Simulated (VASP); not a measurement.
Crystal: MnO2.

```
Mn O
1.0
     2.89417    0.00000    0.00000
    -1.44708    2.50642    0.00000
     0.00000    0.00000    4.66193
Mn O
1 2
Cartesian
  0.0000 0.0000 2.3310
  0.0000 1.6709 3.2927
  1.4471 0.8355 1.3692
```

Base run:

| Property | Result |
| --- | --- |
| Program | VASP 6.6.1 |
| Functional | LDA |
| Potentials or basis | VASP PAW LDA potentials, release 64 (Mn_pv, O) |
| Cutoff | 520 eV |
| k mesh | 11 × 11 × 6 |
| Occupations | fermi-dirac, width 0.05 eV |
| Spin | collinear spin, ferromagnetic start |
| Starting moments | [4.0, 0.0, 0.0] μB |

Its results: band gap on the k mesh 0.45 eV, indirect (least direct gap 0.50 eV); pressure -14.6 GPa; net moment 3.00 μB per cell; site moments Mn +2.82; O +0.04 μB; largest force 0.978 eV/Å.

Task: The run is repeated on the same cell with these changes: functional from LDA to r2SCAN; potentials or basis from VASP PAW LDA potentials, release 64 (Mn_pv, O) to VASP PAW PBE potentials, release 64 (Mn_pv, O). What comes out?

Result: Band gap on the k mesh 1.94 eV, indirect (least direct gap 2.14 eV); pressure -7.0 GPa; net moment 3.00 μB per cell; site moments Mn +2.98; O -0.02 μB; largest force 0.542 eV/Å.

Caveats: a cell with one magnetic atom can't hold antiferromagnetic order, which such compounds often take; the PAW data sets were made with another functional, which shifts forces and pressure a little (some runs).

A k mesh can miss the band edges.
